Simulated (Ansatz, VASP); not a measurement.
# One calculation of AgCl, two programs

```xyz
2
Lattice="0.0520 2.7731 2.7731 2.8251 0.0000 2.8251 2.7731 2.7731 0.0520" Properties=species:S:1:pos:R:3 pbc="T T T"
Ag    2.8251    2.7731    2.8251
Cl    0.0000    0.0000    0.0000
```

Change from the starting cell: strain +0.0375 x Voigt [0, 0, 0, 0, 1, 0], atoms carried along.

Alike in both runs: task single point; functional PBE; k mesh 8 × 8 × 8; occupations gaussian, width 0.05 eV; no spin polarisation.

|  | VASP | Ansatz |
| --- | --- | --- |
| version | VASP 6.6.1 | Ansatz 0.2.0 |
| potentials or method | VASP PAW PBE potentials, release 64 (Ag, Cl), cutoff 520 eV | scalar-relativistic, plane waves, PAW |
| valence electrons in the cell | 18 | 26 |

Ansatz gave:

```
gap on the k mesh at the Fermi level (eV)                     : 0.88
least direct gap on the mesh (eV)                             : 3.14
pressure (GPa)                                                : 1.6
traceless stress, the component that is largest in VASP (GPa) : -0.20
```

Q: What did VASP give for the same quantities?

A: gap on the k mesh at the Fermi level (eV): 0.87; least direct gap on the mesh (eV): 3.14; pressure (GPa): 1.5; traceless stress, the component that is largest in VASP (GPa): -0.20.

With one functional, cell and mesh, what is left measures potentials, basis and numerics. VASP's potentials hold 18 valence electrons a cell and Ansatz's 26, so a difference there can come from the potentials and not from the codes.
